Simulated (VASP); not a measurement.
# CaO (Cmcm) in VASP: a series of runs

The runs below take CaO through single point, with PBE.

Everything below comes from runs of VASP 6.6.1. Logs are shortened: lines on timing, memory, paths and dates and some standing lists are left out, and cuts for length are marked.

## Step 1: The cell of the first run

The structure is orthorhombic, space group Cmcm (No. 63). Conventional cell: a = 4.125 Å, b = 6.636 Å, c = 4.872 Å, α = 90.00°, β = 90.00°, γ = 90.00°. Within 2.9 Å of Ca (site symmetry m2m) lie 5 O at 2.21 to 2.44 Å. O (site symmetry m2m) has 5 Ca at 2.21 to 2.44 Å within 2.9 Å.

## Step 2: Single point, PBE

Input file INCAR:

```
SYSTEM = CaO
ALGO     = Normal         ! electronic algorithm
EDIFF    = 1E-7           ! SCF threshold, eV
ENCUT    = 520            ! plane-wave cutoff, eV
GGA      = PE             ! functional
ISIF     = 2              ! what is computed and relaxed
ISMEAR   = 0              ! smearing method
LASPH    = .True.         ! aspherical terms in the spheres
LCHARG   = .False.        ! write CHGCAR
LREAL    = .False.        ! projectors in reciprocal space
LWAVE    = .False.        ! write WAVECAR
NBANDS   = 24             ! bands
NELM     = 80             ! most SCF steps
PREC     = Accurate       ! precision mode
SIGMA    = 0.05           ! smearing width, eV
```

Input file KPOINTS:

```
k-points
0
Gamma
  9 9 6
  0 0 0
```

Input file POSCAR:

```
CaO
1.0
    4.1250144605      0.0000000000      0.0000000000
   -2.0625072303      3.3178051461      0.0000000000
    0.0000000000      0.0000000000      4.8717016612
Ca O
2 2
Direct
    0.3333333333      0.6666666667      0.7500000000
    0.6666666667      0.3333333333      0.2500000000
    0.3333333333      0.6666666667      0.2500000000
    0.6666666667      0.3333333333      0.7500000000
```

Potentials or basis: VASP PAW PBE potentials, release 64 (Ca_sv, O).

The run is started by

```sh
> cat potpaw_PBE.64/Ca_sv/POTCAR potpaw_PBE.64/O/POTCAR > POTCAR
> mpirun -np 1 vasp_std > vasp.out
```

OUTCAR:

```text
SYSTEM = CaO
   EDIFF = 1E-7
   ENCUT = 520
   GGA = PE
   ISIF = 2
   ISMEAR = 0
   LASPH = .True.
   LREAL = .False.
   NELM = 80
   PREC = Accurate

 ion  position               nearest neighbor table
   1  0.333  0.667  0.750-   4 2.21   4 2.34   4 2.34   3 2.44   3 2.44
   2  0.667  0.333  0.250-   3 2.21   3 2.34   3 2.34   4 2.44   4 2.44
   3  0.333  0.667  0.250-   2 2.21   2 2.34   2 2.34   1 2.44   1 2.44
   4  0.667  0.333  0.750-   1 2.21   1 2.34   1 2.34   2 2.44   2 2.44

  Warning from LATTYP: Monoclinic adjustment (A1->A3, A2->A1, A3->A2)!
  LATTYP: Found a base centered orthorhombic cell.
 ALAT       =     4.1250144605
 B/A-ratio  =     1.6086271589
 C/A-ratio  =     1.1810144444

  Lattice vectors:

 A1 = (   2.0625072303,  -3.3178051461,   0.0000000000)
 A2 = (   2.0625072302,   3.3178051461,   0.0000000000)
 A3 = (   0.0000000000,   0.0000000000,   4.8717016612)

Analysis of symmetry for initial positions (statically):
=====================================================================
 Subroutine PRICEL returns:
 Original cell was already a primitive cell.

 Routine SETGRP: Setting up the symmetry group for a
 base centered orthorhombic supercell.

 Subroutine GETGRP returns: Found  8 space group operations
 (whereof  4 operations were pure point group operations)
 out of a pool of  8 trial point group operations.

The static configuration has the point symmetry C_2h.
 The point group associated with its full space group is D_2h.

Analysis of symmetry for dynamics (positions and initial velocities):
=====================================================================
 Subroutine PRICEL returns:
 Original cell was already a primitive cell.

 Routine SETGRP: Setting up the symmetry group for a
 base centered orthorhombic supercell.

 Subroutine GETGRP returns: Found  8 space group operations
 (whereof  4 operations were pure point group operations)
 out of a pool of  8 trial point group operations.

The dynamic configuration has the point symmetry C_2h.
 The point group associated with its full space group is D_2h.

 Subroutine INISYM returns: Found  8 space group operations
 (whereof  4 operations are pure point group operations),
 and found     1 'primitive' translations

----------------------------------------------------------------------------------------

[... 88 lines left out ...]
   ISTART =      0    job   : 0-new  1-cont  2-samecut
   ICHARG =      2    charge: 1-file 2-atom 10-const
   ISPIN  =      1    spin polarized calculation?
   LNONCOLLINEAR =      F non collinear calculations
   LSORBIT =      F    spin-orbit coupling
   LASPH  =      T    aspherical Exc in radial PAW
   ENCUT  =  520.0 eV  38.22 Ry    6.18 a.u.   7.67  7.26  9.06*2*pi/ulx,y,z
   NELM   =     80;   NELMIN=  2; NELMDL= -5     # of ELM steps
   EDIFF  = 0.1E-06   stopping-criterion for ELM
   LREAL  =      F    real-space projection
   EDIFFG = 0.1E-05   stopping-criterion for IOM
   NSW    =      0    number of steps for IOM
   IBRION =     -1    ionic relax: 0-MD 1-quasi-New 2-CG
   NFREE  =      0    steps in history (QN), initial steepest desc. (CG)
   ISIF   =      2    stress and relaxation
   ISYM   =      2    0-nonsym 1-usesym 2-fastsym
   POTIM  = 0.5000    time-step for ionic-motion
   TEBEG  =    0.0;   TEEND  =   0.0 temperature during run
   PSTRESS=    0.0 pullay stress
   NELECT =      32.0000    total number of electrons
   NUPDOWN=      -1.0000    fix difference up-down
   EMIN   =  10.00;   EMAX   =-10.00  energy-range for DOS
   EFERMI =   0.00;   METHOD = LEGACY
   ISMEAR =     0;   SIGMA  =   0.05  broadening in eV -4-tet -1-fermi 0-gaus
   EFERMI_NEDOS =   21; number of points for ismear=-14 and -15
   IALGO  =     38    algorithm
   IMIX   =      4    mixing-type and parameters
     AMIX     =   0.40;   BMIX     =  1.00
     AMIX_MAG =   1.60;   BMIX_MAG =  1.00
  volume/ion in A,a.u.               =      16.67       112.48
  Fermi-wavevector in a.u.,A,eV,Ry     =   1.281757  2.422170 22.353037  1.642902
  Thomas-Fermi vector in A             =   2.414109
   LORBIT       =      0    0 simple, 1 ext, 2 COOP (PROOUT), +10 PAW based schemes
   GGA     = PE    functional components
   LHFCALC =     F    Hartree Fock is set to
   AEXX    =    0.0000 exact exchange contribution
   IVDW    =     0    specifies the selected vdW correction
   LEPSILON=     F    determine dielectric tensor
   LRPA    =     F    only Hartree local field effects (RPA)
 non-spin polarized calculation
 Gauss-broadening in eV      SIGMA  =   0.05
  energy-cutoff  :      520.00
  volume of cell :       66.67
 maximum number of plane-waves:      1816
   NGX = 15   NGY = 15   NGZ = 19

 number of electron      31.9999997 magnetization

 Free energy of the ion-electron system (eV)
  ---------------------------------------------------
  ext. energy  EPLUGINS =         0.00000000
  ---------------------------------------------------
  free energy    TOTEN  =       -25.29394364 eV

  energy without entropy =      -25.29394364  energy(sigma->0) =      -25.29394364

 E-fermi :   1.4984     XC(G=0):  -9.3568

 val. band max:        1.2572307322   @ k =   0.0000   0.0000   0.0000
 cond. band min:       4.4521944630   @ k =   0.0000   0.0000   0.0000
 fundamental gap:      3.1949637308
 Fermi energy:         1.4983985214

 k-point     1 :       0.0000    0.0000    0.0000
  band No.  band energies     occupation
      1     -36.3937      2.00000
      2     -36.2739      2.00000
      3     -17.7259      2.00000
      4     -17.5026      2.00000
      5     -17.4646      2.00000
      6     -17.3172      2.00000
[... 637 lines left out ...]
     23       9.6612      0.00000
     24       9.7809      0.00000

 [... further k-points ...]
[... 5 lines left out ...]
  --------------------------------------------------------------------------------------
  -------------------------------------------------------------------------------------
  Total       -0.6289095      2.0805234     -0.4624540     -0.0000000      0.0000000      0.0000000
  in kB      -15.1126875     49.9949503    -11.1127641     -0.0000000      0.0000000      0.0000000
  external PRESSURE =       7.9231662 kB  Pullay stress =       0.0000000 kB

 VOLUME and BASIS-vectors are now :
 -----------------------------------------------------------------------------
  energy-cutoff  :      520.00
  volume of cell :       66.67
      direct lattice vectors                 reciprocal lattice vectors
     4.125014461  0.000000000  0.000000000     0.242423393  0.150702039  0.000000000
    -2.062507230  3.317805146  0.000000000     0.000000000  0.301404078  0.000000000
     0.000000000  0.000000000  4.871701661     0.000000000  0.000000000  0.205267085

 POSITION                                       TOTAL-FORCE (eV/Angst)
 -----------------------------------------------------------------------------------
     -0.00000      2.21187      3.65378         0.000000     -0.540501      0.000000
      2.06251      1.10594      1.21793        -0.000000      0.540501      0.000000
     -0.00000      2.21187      1.21793         0.000000     -0.438619     -0.000000
      2.06251      1.10594      3.65378        -0.000000      0.438619      0.000000
 -----------------------------------------------------------------------------------
    total drift:                               -0.000000      0.000000     -0.000000

  FREE ENERGIE OF THE ION-ELECTRON SYSTEM (eV)
  ---------------------------------------------------
  free  energy   TOTEN  =       -25.2939436359 eV

  energy  without entropy=      -25.2939436359  energy(sigma->0) =      -25.29394364
```

stdout:

```text
POSCAR found type information on POSCAR CaO
 POSCAR found :  2 types and       4 ions
 scaLAPACK will be used
 LDA part: xc-table for (Slater+PW92), standard interpolation
 POSCAR, INCAR and KPOINTS ok, starting setup
 FFT: planning ... GRIDC
 FFT: planning ... GRID_SOFT
 FFT: planning ... GRID
 WAVECAR not read
 entering main loop
```

It took 2.1 min on 1 thread of Oxide Virtual Turin-like, shared host; peak memory 0.23 GiB.

Results:

```
Free energy            : -25.2939 eV
Pressure               : 0.8 GPa
Largest force          : 0.541 eV/Å
Band gap on the k mesh : 3.19 eV, direct
```

Forces in eV/Å, atoms in the order of the input:
```
Ca   0.000 -0.541  0.000
Ca   0.000  0.541  0.000
O    0.000 -0.439  0.000
O    0.000  0.439  0.000
```

Caveat: the cell differs from its parent crystal (strain +e along x and -e along y +0.0367, strain +e along z and -e/2 along x and y +0.0133).

## Step 3: Single point, PBE

Input file INCAR:

```
PREC = Accurate
ENCUT = 520
EDIFF = 1E-7
ISMEAR = 0
SIGMA = 0.05
LREAL = False
LASPH = True
NELM = 60
ALGO = Normal
ISIF = 2
LWAVE = False
LCHARG = False
GGA = PE
NBANDS = 24
```

Input file KPOINTS:

```
regular mesh
0
Gamma
  9 9 6
```

Input file POSCAR:

```
CaO
1.0
    4.0981831447      0.0000000000      0.0000000000
   -2.0490915723      3.2945685449      0.0000000000
    0.0000000000      0.0000000000      4.9361256247
Ca O
2 2
Direct
    0.3333333333      0.6666666667      0.7500000000
    0.6666666667      0.3333333333      0.2500000000
    0.3333333333      0.6666666667      0.2500000000
    0.6666666667      0.3333333333      0.7500000000
```

Potentials or basis: VASP PAW PBE potentials, release 64 (Ca_sv, O).

The run is started by

```sh
> cat potpaw_PBE.64/Ca_sv/POTCAR potpaw_PBE.64/O/POTCAR > POTCAR
> mpirun -np 1 vasp_std > vasp.out
```

OUTCAR:

```text
PREC = Accurate
   ENCUT = 520
   EDIFF = 1E-7
   ISMEAR = 0
   LREAL = False
   LASPH = True
   NELM = 60
   ISIF = 2
   GGA = PE

 ion  position               nearest neighbor table
   1  0.333  0.667  0.750-   4 2.20   4 2.32   4 2.32   3 2.47   3 2.47
   2  0.667  0.333  0.250-   3 2.20   3 2.32   3 2.32   4 2.47   4 2.47
   3  0.333  0.667  0.250-   2 2.20   2 2.32   2 2.32   1 2.47   1 2.47
   4  0.667  0.333  0.750-   1 2.20   1 2.32   1 2.32   2 2.47   2 2.47

  Warning from LATTYP: Monoclinic adjustment (A1->A3, A2->A1, A3->A2)!
  LATTYP: Found a base centered orthorhombic cell.
 ALAT       =     4.0981831447
 B/A-ratio  =     1.6078190889
 C/A-ratio  =     1.2044668211

  Lattice vectors:

 A1 = (   2.0490915723,  -3.2945685449,   0.0000000000)
 A2 = (   2.0490915724,   3.2945685449,   0.0000000000)
 A3 = (   0.0000000000,   0.0000000000,   4.9361256247)

Analysis of symmetry for initial positions (statically):
=====================================================================
 Subroutine PRICEL returns:
 Original cell was already a primitive cell.
[... 170 lines left out ...]
  ext. energy  EPLUGINS =         0.00000000
  ---------------------------------------------------
  free energy    TOTEN  =       -25.27083694 eV

  energy without entropy =      -25.27083694  energy(sigma->0) =      -25.27083694

 E-fermi :   1.4663     XC(G=0):  -9.3619

 val. band max:        1.2326079866   @ k =   0.0000   0.0000   0.0000
 cond. band min:       4.4684647952   @ k =   0.0000   0.0000   0.0000
 fundamental gap:      3.2358568086
 Fermi energy:         1.4663482888

 k-point     1 :       0.0000    0.0000    0.0000
  band No.  band energies     occupation
      1     -36.3840      2.00000
      2     -36.2696      2.00000
      3     -17.7229      2.00000
      4     -17.4842      2.00000
      5     -17.4440      2.00000
      6     -17.3109      2.00000
[... 637 lines left out ...]
     23       9.5768      0.00000
     24       9.8015      0.00000

 [... further k-points ...]
[... 5 lines left out ...]
  --------------------------------------------------------------------------------------
  -------------------------------------------------------------------------------------
  Total       -0.3149213      2.5334959     -1.0398184      0.0000000      0.0000000      0.0000000
  in kB       -7.5707085     60.9052420    -24.9972343      0.0000000      0.0000000      0.0000000
  external PRESSURE =       9.4457664 kB  Pullay stress =       0.0000000 kB

 VOLUME and BASIS-vectors are now :
 -----------------------------------------------------------------------------
  energy-cutoff  :      520.00
  volume of cell :       66.65
      direct lattice vectors                 reciprocal lattice vectors
     4.098183145  0.000000000  0.000000000     0.244010569  0.151764941  0.000000000
    -2.049091572  3.294568545  0.000000000     0.000000000  0.303529881  0.000000000
     0.000000000  0.000000000  4.936125625     0.000000000  0.000000000  0.202588037

 POSITION                                       TOTAL-FORCE (eV/Angst)
 -----------------------------------------------------------------------------------
     -0.00000      2.19638      3.70209        -0.000000     -0.577717     -0.000000
      2.04909      1.09819      1.23403         0.000000      0.577717      0.000000
     -0.00000      2.19638      1.23403        -0.000000     -0.480294      0.000000
      2.04909      1.09819      3.70209         0.000000      0.480294      0.000000
 -----------------------------------------------------------------------------------
    total drift:                               -0.000000      0.000000     -0.000000

  FREE ENERGIE OF THE ION-ELECTRON SYSTEM (eV)
  ---------------------------------------------------
  free  energy   TOTEN  =       -25.2708369382 eV

  energy  without entropy=      -25.2708369382  energy(sigma->0) =      -25.27083694
```

Run time: 2.7 min. Hardware: 1 thread of Oxide Virtual Turin-like, shared host; peak memory 0.24 GiB.

What came out:

```yaml
Free_energy: -25.2708 eV
Pressure: 0.9 GPa
Largest_force: 0.578 eV/Å
Band_gap_on_the_k_mesh: 3.24 eV, direct
```

Forces in eV/Å, atoms in the order of the input:
```
Ca   0.000 -0.578  0.000
Ca   0.000  0.578  0.000
O    0.000 -0.480  0.000
O    0.000  0.480  0.000
```

Caveat: the cell differs from its parent crystal (strain +e along x and -e along y +0.0367, strain +e along z and -e/2 along x and y +0.0267).

## Step 4: Single point, PBE

This run uses another cell than the first one, of the same volume but with other edges.

Input file INCAR:

```
ALGO = Normal
EDIFF = 1E-6
ENCUT = 520
GGA = PE
ISIF = 2
ISMEAR = 0
LASPH = True
LCHARG = False
LREAL = False
LWAVE = False
NBANDS = 24
NELM = 80
PREC = Accurate
SIGMA = 0.05
```

Input file KPOINTS:

```
k-points
0
Gamma
  9 9 6
```

Input file POSCAR:

```
CaO
1.0
    3.9111648686      0.0000000000      0.0000000000
   -1.9555824343      3.6417303022      0.0000000000
    0.0000000000      0.0000000000      4.6793913223
Ca O
2 2
Direct
    0.3333333333      0.6666666667      0.7500000000
    0.6666666667      0.3333333333      0.2500000000
    0.3333333333      0.6666666667      0.2500000000
    0.6666666667      0.3333333333      0.7500000000
```

Potentials or basis: VASP PAW PBE potentials, release 64 (Ca_sv, O).

The run is started by

```sh
> cat potpaw_PBE.64/Ca_sv/POTCAR potpaw_PBE.64/O/POTCAR > POTCAR
> mpirun -np 1 vasp_std > vasp.out
```

OUTCAR:

```text
EDIFF = 1E-6
   ENCUT = 520
   GGA = PE
   ISIF = 2
   ISMEAR = 0
   LASPH = True
   LREAL = False
   NELM = 80
   PREC = Accurate

 ion  position               nearest neighbor table
   1  0.333  0.667  0.750-   4 2.30   4 2.30   3 2.34   3 2.34   4 2.43
   2  0.667  0.333  0.250-   3 2.30   3 2.30   4 2.34   4 2.34   3 2.43
   3  0.333  0.667  0.250-   2 2.30   2 2.30   1 2.34   1 2.34   2 2.43
   4  0.667  0.333  0.750-   1 2.30   1 2.30   2 2.34   2 2.34   1 2.43

[... 844 lines left out ...]
     23       9.5106      0.00000
     24       9.7846      0.00000

 [... further k-points ...]
[... 5 lines left out ...]
  --------------------------------------------------------------------------------------
  -------------------------------------------------------------------------------------
  Total        0.8914975     -1.2029796      2.0528076      0.0000000      0.0000000      0.0000000
  in kB       21.4302602    -28.9178223     49.3464086      0.0000000      0.0000000      0.0000000
  external PRESSURE =      13.9529488 kB  Pullay stress =       0.0000000 kB

 VOLUME and BASIS-vectors are now :
 -----------------------------------------------------------------------------
  energy-cutoff  :      520.00
  volume of cell :       66.65
      direct lattice vectors                 reciprocal lattice vectors
     3.911164869  0.000000000  0.000000000     0.255678304  0.137297372  0.000000000
    -1.955582434  3.641730302  0.000000000     0.000000000  0.274594744  0.000000000
     0.000000000  0.000000000  4.679391322     0.000000000  0.000000000  0.213703008

 POSITION                                       TOTAL-FORCE (eV/Angst)
 -----------------------------------------------------------------------------------
     -0.00000      2.42782      3.50954         0.000000      0.357805      0.000000
      1.95558      1.21391      1.16985         0.000000     -0.357805      0.000000
     -0.00000      2.42782      1.16985         0.000000      0.247895     -0.000000
      1.95558      1.21391      3.50954         0.000000     -0.247895      0.000000
 -----------------------------------------------------------------------------------
    total drift:                               -0.000000      0.000000     -0.000000

  FREE ENERGIE OF THE ION-ELECTRON SYSTEM (eV)
  ---------------------------------------------------
  free  energy   TOTEN  =       -25.2810540919 eV

  energy  without entropy=      -25.2810540919  energy(sigma->0) =      -25.28105409
```

Wall time 2.1 min (1 thread of Oxide Virtual Turin-like, shared host); peak memory 0.24 GiB.

What came out:

```
Free energy            : -25.2811 eV
Pressure               : 1.4 GPa
Largest force          : 0.358 eV/Å
Band gap on the k mesh : 3.01 eV, direct
```

Forces in eV/Å, atoms in the order of the input:
```
Ca   0.000  0.358  0.000
Ca   0.000 -0.358  0.000
O    0.000  0.248  0.000
O    0.000 -0.248  0.000
```

Stress tensor (GPa, compression positive):
```
 2.14  0.00  0.00
 0.00 -2.89  0.00
 0.00  0.00  4.93
```

Levels at points of the mesh, in eV from the valence-band top:
```csv
k point,band 13,band 14,band 15,band 16,band 17,band 18,band 19,band 20
"(0.00, 0.00, 0.00)",-1.17,-1.10,-1.02,0.00,3.01,5.94,6.05,7.72
"(0.00, 0.00, 0.50)",-1.40,-1.40,-1.28,-1.28,4.79,4.79,7.66,7.66
```

Caveat: the cell differs from its parent crystal (strain +e along x and -e along y -0.0367, strain +e along z and -e/2 along x and y -0.0267).

(Continued in part 2 of 2.)
